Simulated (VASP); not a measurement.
# Na in VASP: single point with PBE

Aim: the single point of Na with PBE.

Program: VASP 6.6.1. These are calculated values, not measurements. Logs are shortened: lines on timing, memory, paths and dates and some standing lists are left out, and cuts for length are marked.

### Step 1. The cell of the first run

The cell holds a sublattice, 1 atom: a = 3.969 Å, b = 3.969 Å, c = 7.099 Å, α = 90.00°, β = 90.00°, γ = 90.00°.

### Step 2. Single point, PBE

INCAR

```
PREC = Accurate ; ENCUT = 400
EDIFF = 1E-6 ; ISMEAR = 0
SIGMA = 0.1 ; LREAL = False
LASPH = True ; NELM = 120
ALGO = Normal ; ISIF = 2
LWAVE = False ; LCHARG = True
GGA = PE ; LELF = True
LVHAR = True ; NBANDS = 10
GGA_COMPAT = False
```

KPOINTS

```
Automatic mesh
0
Gamma
  6 6 4
```

POSCAR

```
Na
1.0
    3.9688190000      0.0000000000      0.0000000000
    0.0000000000      3.9688190000      0.0000000000
    0.0000000000      0.0000000000      7.0987900000
Na
1
Direct
    0.0000000000      0.0000000000      0.0292720000
```

Potentials or basis: VASP PAW PBE potentials, release 64 (Na_pv).

On the command line:

```
> cat potpaw_PBE.64/Na_pv/POTCAR > POTCAR
> mpirun -np 1 vasp_std > vasp.out
```

OUTCAR:

```text
PREC = Accurate
   ENCUT = 400
   EDIFF = 1E-6
   ISMEAR = 0
   LREAL = False
   LASPH = True
   NELM = 120
   ISIF = 2
   GGA = PE

 ion  position               nearest neighbor table
   1  0.000  0.000  0.029-

  LATTYP: Found a simple tetragonal cell.
 ALAT       =     3.9688190000
 C/A-ratio  =     1.7886403991

  Lattice vectors:

 A1 = (   3.9688190000,   0.0000000000,   0.0000000000)
 A2 = (   0.0000000000,   3.9688190000,   0.0000000000)
 A3 = (   0.0000000000,   0.0000000000,   7.0987900000)

Analysis of symmetry for initial positions (statically):
=====================================================================
 Subroutine PRICEL returns:
 Original cell was already a primitive cell.

 Routine SETGRP: Setting up the symmetry group for a
 simple tetragonal supercell.

 Subroutine GETGRP returns: Found 16 space group operations
 (whereof  8 operations were pure point group operations)
 out of a pool of 16 trial point group operations.

The static configuration has the point symmetry C_4v.
 The point group associated with its full space group is D_4h.

Analysis of symmetry for dynamics (positions and initial velocities):
=====================================================================
 Subroutine PRICEL returns:
 Original cell was already a primitive cell.

 Routine SETGRP: Setting up the symmetry group for a
 simple tetragonal supercell.

 Subroutine GETGRP returns: Found 16 space group operations
 (whereof  8 operations were pure point group operations)
 out of a pool of 16 trial point group operations.

The dynamic configuration has the point symmetry C_4v.
 The point group associated with its full space group is D_4h.

 Subroutine INISYM returns: Found 16 space group operations
 (whereof  8 operations are pure point group operations),
 and found     1 'primitive' translations

----------------------------------------------------------------------------------------

                                     Primitive cell

  volume of cell :     111.8168

  direct lattice vectors                    reciprocal lattice vectors
     3.968819000  0.000000000  0.000000000     0.251964123  0.000000000  0.000000000
     0.000000000  3.968819000  0.000000000     0.000000000  0.251964123  0.000000000
     0.000000000  0.000000000  7.098790000     0.000000000  0.000000000  0.140869078

  length of vectors
     3.968819000  3.968819000  7.098790000     0.251964123  0.251964123  0.140869078

  position of ions in fractional coordinates (direct lattice)
     0.000000000  0.000000000  0.029272000

  ion indices of the primitive-cell ions
   primitive index   ion index
                 1           1

----------------------------------------------------------------------------------------

 KPOINTS: Automatic mesh

Automatic generation of k-mesh.
 Grid dimensions read from file:
 generate k-points for:    6    6    4

 Generating k-lattice:

  Cartesian coordinates                     Fractional coordinates (reciprocal lattice)
     0.041994021  0.000000000  0.000000000     0.166666667  0.000000000  0.000000000
     0.000000000  0.041994021  0.000000000     0.000000000  0.166666667  0.000000000
     0.000000000  0.000000000  0.035217269     0.000000000  0.000000000  0.250000000

  Length of vectors
     0.041994021  0.041994021  0.035217269

  Shift w.r.t. Gamma in fractional coordinates (k-lattice)
     0.000000000  0.000000000  0.000000000

 Subroutine IBZKPT returns following result:
 ===========================================

 Found     30 irreducible k-points:

 Following reciprocal coordinates:
            Coordinates               Weight
  0.000000  0.000000  0.000000      1.000000
  0.166667  0.000000  0.000000      4.000000
  0.333333  0.000000  0.000000      4.000000
  0.500000  0.000000  0.000000      2.000000
  0.166667  0.166667  0.000000      4.000000
  0.333333  0.166667  0.000000      8.000000
[... 16 lines left out ...]
  0.333333  0.000000  0.500000      4.000000
  0.500000  0.000000  0.500000      2.000000
 [... further k-points ...]
   k-points           NKPTS =     30   k-points in BZ     NKDIM =     30   number of bands    NBANDS=     10
   number of dos      NEDOS =    301   number of ions     NIONS =      1
   total plane-waves  NPLWV =  37632
   dimension x,y,z NGX =    28 NGY =   28 NGZ =   48
   dimension x,y,z NGXF=    56 NGYF=   56 NGZF=   96
   ions per type =               1
   NGX,Y,Z   is equivalent  to a cutoff of  11.73, 11.73, 11.24 a.u.
   NGXF,Y,Z  is equivalent  to a cutoff of  23.46, 23.46, 22.48 a.u.
 SYSTEM =  unknown system
   PREC   = accura    normal or accurate (medium, high low for compatibility)
   ISTART =      0    job   : 0-new  1-cont  2-samecut
   ICHARG =      2    charge: 1-file 2-atom 10-const
   ISPIN  =      1    spin polarized calculation?
   LNONCOLLINEAR =      F non collinear calculations
   LSORBIT =      F    spin-orbit coupling
   LASPH  =      T    aspherical Exc in radial PAW
   ENCUT  =  400.0 eV  29.40 Ry    5.42 a.u.   6.47  6.47 11.58*2*pi/ulx,y,z
   NELM   =    120;   NELMIN=  2; NELMDL= -5     # of ELM steps
   EDIFF  = 0.1E-05   stopping-criterion for ELM
   LREAL  =      F    real-space projection
   EDIFFG = 0.1E-04   stopping-criterion for IOM
   NSW    =      0    number of steps for IOM
   IBRION =     -1    ionic relax: 0-MD 1-quasi-New 2-CG
   NFREE  =      0    steps in history (QN), initial steepest desc. (CG)
   ISIF   =      2    stress and relaxation
   ISYM   =      2    0-nonsym 1-usesym 2-fastsym
   POTIM  = 0.5000    time-step for ionic-motion
   TEBEG  =    0.0;   TEEND  =   0.0 temperature during run
   PSTRESS=    0.0 pullay stress
   NELECT =       7.0000    total number of electrons
   NUPDOWN=      -1.0000    fix difference up-down
   EMIN   =  10.00;   EMAX   =-10.00  energy-range for DOS
   EFERMI =   0.00;   METHOD = LEGACY
   ISMEAR =     0;   SIGMA  =   0.10  broadening in eV -4-tet -1-fermi 0-gaus
   EFERMI_NEDOS =   21; number of points for ismear=-14 and -15
   IALGO  =     38    algorithm
   IMIX   =      4    mixing-type and parameters
     AMIX     =   0.40;   BMIX     =  1.00
     AMIX_MAG =   1.60;   BMIX_MAG =  1.00
  volume/ion in A,a.u.               =     111.82       754.58
  Fermi-wavevector in a.u.,A,eV,Ry     =   0.650038  1.228393  5.749128  0.422549
  Thomas-Fermi vector in A             =   1.719187
   LORBIT       =      0    0 simple, 1 ext, 2 COOP (PROOUT), +10 PAW based schemes
   GGA     = PE    functional components
   LHFCALC =     F    Hartree Fock is set to
   AEXX    =    0.0000 exact exchange contribution
   IVDW    =     0    specifies the selected vdW correction
   LEPSILON=     F    determine dielectric tensor
   LRPA    =     F    only Hartree local field effects (RPA)
 non-spin polarized calculation
 Gauss-broadening in eV      SIGMA  =   0.10
  energy-cutoff  :      400.00
  volume of cell :      111.82
 maximum number of plane-waves:      2063
 NGX is ok and might be reduce to    28
   NGX = 13   NGY = 13   NGZ = 23

 number of electron       7.0000010 magnetization

 Free energy of the ion-electron system (eV)
  ---------------------------------------------------
  ext. energy  EPLUGINS =         0.00000000
  ---------------------------------------------------
  free energy    TOTEN  =        -0.88164096 eV

  energy without entropy =       -0.87269573  energy(sigma->0) =       -0.87716834

 E-fermi :  -1.8168     XC(G=0):  -3.7835

 val. band max:       -1.8490305769   @ k =   0.3333   0.1667   0.2500
 cond. band min:      -1.7605850431   @ k =   0.3333   0.1667   0.5000
 fundamental gap:      0.0884455338
 Fermi energy:        -1.8167612222

 k-point     1 :       0.0000    0.0000    0.0000
  band No.  band energies     occupation
      1     -27.1998      2.00000
      2     -27.1700      2.00000
      3     -27.1700      2.00000
      4      -3.2662      2.00000
      5       0.0595      0.00000
      6       1.0680      0.00000
      7       5.3958      0.00000
      8       5.9837      0.00000
      9       5.9837      0.00000
     10       6.9428      0.00000

 k-point     2 :       0.1667    0.0000    0.0000
  band No.  band energies     occupation
      1     -27.1995      2.00000
      2     -27.1721      2.00000
      3     -27.1698      2.00000
      4      -2.9959      2.00000
      5       0.3145      0.00000
      6       1.3300      0.00000
      7       3.2356      0.00000
      8       6.2199      0.00000
      9       6.3732      0.00000
     10       6.4996      0.00000

 k-point     3 :       0.3333    0.0000    0.0000
  band No.  band energies     occupation
      1     -27.1991      2.00000
      2     -27.1767      2.00000
      3     -27.1695      2.00000
      4      -2.1910      2.00000
      5       0.9440      0.00000
      6       1.0777      0.00000
      7       2.1502      0.00000
      8       4.1899      0.00000
      9       5.2476      0.00000
     10       6.9297      0.00000

 k-point     4 :       0.5000    0.0000    0.0000
  band No.  band energies     occupation
      1     -27.1989      2.00000
      2     -27.1789      2.00000
      3     -27.1692      2.00000
      4      -0.9111      0.00000
      5      -0.8222      0.00000
      6       2.1715      0.00000
      7       2.5796      0.00000
      8       3.4297      0.00000
      9       3.4814      0.00000
     10       8.0989      0.00000
[... 222 lines left out ...]
 k-point    22 :       0.1667    0.0000    0.5000
  band No.  band energies     occupation
      1     -27.1994      2.00000
      2     -27.1722      2.00000
      3     -27.1698      2.00000
      4      -2.8338      2.00000
      5      -0.7881      0.00000
      6       3.3332      0.00000
      7       4.3967      0.00000
      8       4.4248      0.00000
      9       5.4909      0.00000
     10       6.3458      0.00000

 k-point    23 :       0.3333    0.0000    0.5000
  band No.  band energies     occupation
      1     -27.1990      2.00000
      2     -27.1767      2.00000
      3     -27.1694      2.00000
      4      -2.0277      1.99714
      5      -0.0103      0.00000
      6       1.1077      0.00000
      7       3.1354      0.00000
      8       5.1673      0.00000
      9       5.1814      0.00000
     10       7.0482      0.00000

 k-point    24 :       0.5000    0.0000    0.5000
  band No.  band energies     occupation
      1     -27.1989      2.00000
      2     -27.1790      2.00000
      3     -27.1692      2.00000
      4      -0.7300      0.00000
      5      -0.6778      0.00000
      6       1.1391      0.00000
      7       1.4644      0.00000
      8       6.2319      0.00000
      9       6.3486      0.00000
     10       6.5315      0.00000

 [... further k-points ...]

------------------------ aborting loop because EDIFF is reached ----------------------------------------

  FORCE on cell =-STRESS in cart. coord.  units (eV):
  Direction    XX          YY          ZZ          XY          YZ          ZX
  --------------------------------------------------------------------------------------
  -------------------------------------------------------------------------------------
  Total       -0.5960969     -0.5960969     -0.1101391      0.0000000     -0.0000000      0.0000000
  in kB       -8.5412326     -8.5412326     -1.5781389      0.0000000     -0.0000000      0.0000000
  external PRESSURE =      -6.2202014 kB  Pullay stress =       0.0000000 kB

 VOLUME and BASIS-vectors are now :
 -----------------------------------------------------------------------------
  energy-cutoff  :      400.00
  volume of cell :      111.82
      direct lattice vectors                 reciprocal lattice vectors
     3.968819000  0.000000000  0.000000000     0.251964123  0.000000000  0.000000000
     0.000000000  3.968819000  0.000000000     0.000000000  0.251964123  0.000000000
     0.000000000  0.000000000  7.098790000     0.000000000  0.000000000  0.140869078

 POSITION                                       TOTAL-FORCE (eV/Angst)
 -----------------------------------------------------------------------------------
      0.00000      0.00000      0.20780        -0.000000      0.000000     -0.000000
 -----------------------------------------------------------------------------------
    total drift:                               -0.000000      0.000000      0.000057

  FREE ENERGIE OF THE ION-ELECTRON SYSTEM (eV)
  ---------------------------------------------------
  free  energy   TOTEN  =        -0.8816409554 eV

  energy  without entropy=       -0.8726957336  energy(sigma->0) =       -0.87716834
```

Wall time 29 s (1 thread of Intel Xeon 8259CL, shared host); peak memory 0.18 GiB.

Results:

| Quantity | Value |
| --- | --- |
| Free energy | -0.8816 eV |
| Pressure | -0.6 GPa |
| Band gap on the k mesh | zero (an odd number of electrons rules out a gap without spin polarisation) |

Levels at points of the mesh, in eV from the Fermi level:
| k point | band 1 | band 2 | band 3 | band 4 | band 5 | band 6 | band 7 |
| --- | --- | --- | --- | --- | --- | --- | --- |
| (0.00, 0.00, 0.00) | -25.38 | -25.35 | -25.35 | -1.45 | 1.88 | 2.88 | 7.21 |
| (0.50, 0.00, 0.00) | -25.38 | -25.36 | -25.35 | 0.91 | 0.99 | 3.99 | 4.40 |
| (0.50, 0.50, 0.00) | -25.38 | -25.36 | -25.36 | 3.04 | 3.04 | 3.57 | 3.61 |
| (0.00, 0.00, 0.50) | -25.38 | -25.35 | -25.35 | -1.29 | 0.77 | 5.92 | 5.96 |
| (0.50, 0.00, 0.50) | -25.38 | -25.36 | -25.35 | 1.09 | 1.14 | 2.96 | 3.28 |
| (0.50, 0.50, 0.50) | -25.38 | -25.36 | -25.36 | 3.16 | 3.16 | 3.72 | 3.89 |

The gap in the log of VASP goes by the Fermi energy; the results here count the filled bands.